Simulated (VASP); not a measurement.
A run of VASP 6.6.1 is set up as follows.

The input INCAR:

```
PREC     = Accurate       # precision mode
ENCUT    = 520            # plane-wave cutoff, eV
EDIFF    = 1E-7           # SCF threshold, eV
ISMEAR   = 0              # smearing method
SIGMA    = 0.15           # smearing width, eV
LREAL    = F              # projectors in reciprocal space
LASPH    = T              # aspherical terms in the spheres
NELM     = 60             # most SCF steps
ALGO     = Fast           # electronic algorithm
ISIF     = 2              # what is computed and relaxed
LWAVE    = F              # write WAVECAR
LCHARG   = F              # write CHGCAR
GGA      = PE             # functional
NBANDS   = 17             # bands
```

Contents of KPOINTS:

```
Automatic mesh
0
Gamma
  12 12 6
```

Contents of POSCAR:

```
Sr
1.0
    4.1824014512      0.0000000000      0.0000000000
   -2.0912007256      4.0286243235      0.0000000000
    0.0000000000      0.0000000000      6.5223838647
Sr
2
Direct
    0.3333333333      0.6666666667      0.2500000000
    0.6666666667      0.3333333333      0.7500000000
```

Potentials or basis: VASP PAW PBE potentials, release 64 (Sr_sv).

Command:

```bash
$ cat potpaw_PBE.64/Sr_sv/POTCAR > POTCAR
$ mpirun -np 1 vasp_std > vasp.out
```

Q: Predict the band gap on the k mesh.

A: Zero (bands 10 and 11 overlap by 0.28 eV).

Q: Estimate the pressure.

A: 0.3 GPa.

Stress tensor (GPa, compression positive):
```
 0.54  0.00  0.00
 0.00 -1.30  0.00
 0.00  0.00  1.53
```

Caveat: the cell differs from its parent crystal (strain +e along x and -e along y -0.0550, strain +e along z and -e/2 along x and y -0.0700).
